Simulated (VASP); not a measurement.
Input of a VASP 6.6.1 run:

Contents of INCAR:

```
ALGO     = Normal         # electronic algorithm
EDIFF    = 1E-6           # SCF threshold, eV
ENCUT    = 520            # plane-wave cutoff, eV
GGA      = PS             # functional
ISIF     = 2              # what is computed and relaxed
ISMEAR   = -1             # smearing method
LASPH    = T              # aspherical terms in the spheres
LCHARG   = T              # write CHGCAR
LELF     = T              # ELF
LREAL    = F              # projectors in reciprocal space
LVHAR    = T            
LWAVE    = F              # write WAVECAR
NBANDS   = 40             # bands
NELM     = 80             # most SCF steps
PREC     = Accurate       # precision mode
SIGMA    = 0.1            # smearing width, eV
```

File KPOINTS:

```
k-points
0
Gamma
  6 6 6
```

File POSCAR:

```
HCl4
1.0
   -3.9876260000      3.9876260000      3.5958230000
    3.9876260000     -3.9876260000      3.5958230000
    3.9876260000      3.9876260000     -3.5958230000
Cl H
8 2
Direct
    0.3610000000      0.8040000000      0.5570000000
    0.8040000000      0.7470000000      0.4430000000
    0.7470000000      0.8040000000      0.9430000000
    0.8040000000      0.3610000000      0.0570000000
    0.6390000000      0.1960000000      0.4430000000
    0.1960000000      0.6390000000      0.9430000000
    0.2530000000      0.1960000000      0.0570000000
    0.1960000000      0.2530000000      0.5570000000
    0.1250000000      0.8750000000      0.2500000000
    0.8750000000      0.1250000000      0.7500000000
```

Potentials or basis: VASP PAW PBE potentials, release 64 (Cl, H).

The run is started by

```sh
$ cat potpaw_PBE.64/Cl/POTCAR potpaw_PBE.64/H/POTCAR > POTCAR
$ mpirun -np 1 vasp_std > vasp.out
```

Question: Estimate the pressure.

Answer: -6.4 GPa.

Question: Estimate the band gap on the k mesh.

Answer: Zero (bands 29 and 30 overlap by 0.21 eV).

Stress tensor (GPa, compression positive):
```
-6.29  0.00  0.00
 0.00 -6.29  0.00
 0.00  0.00 -6.73
```

Caveat: the cell stands under tension; the PAW data sets were made with another functional, which shifts forces and pressure a little.
